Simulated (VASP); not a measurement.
Here is a VASP 6.6.1 calculation.

File INCAR:

```
SYSTEM = C
PREC = Accurate
ENCUT = 520
EDIFF = 1E-6
ISMEAR = 0
SIGMA = 0.05
LREAL = .False.
LASPH = .True.
NELM = 60
ALGO = Normal
ISIF = 2
LWAVE = .False.
LCHARG = .False.
GGA = PS
NBANDS = 11
```

File KPOINTS:

```
regular mesh
0
Gamma
  14 14 14
  0 0 0
```

The input POSCAR:

```
C
1.0
    0.0000000000      2.1270000000      3.3480000000
    1.2280000000      0.0000000000      3.3480000000
    1.2280000000      2.1270000000      0.0000000000
C
2
Direct
    0.0770642652      0.7437242652      0.2562757348
    0.8333300000      0.1666700000      0.8333300000
```

Potentials or basis: VASP PAW PBE potentials, release 64 (C).

Command:

```console
$ cat potpaw_PBE.64/C/POTCAR > POTCAR
$ mpirun -np 1 vasp_std > vasp.out
```

Task: Estimate the largest force.

Result: 9.389 eV/Å.

Task: What does it give for the pressure?

Result: -15.8 GPa.

Stress tensor (GPa, compression positive):
```
  7.30   0.00   0.00
  0.00   5.79   2.92
  0.00   2.92 -60.62
```

Caveat: the cell differs from its parent crystal (atom 1 (C) moved by (+0.000, -0.600) A along [1 1 0] and z); the stress differs along the axes, from -61 to 7 GPa; this functional lacks dispersion, which binds layers or chains, so the pressure and a relaxed spacing across them are unreliable; the PAW data sets were made with another functional, which shifts forces and pressure a little.
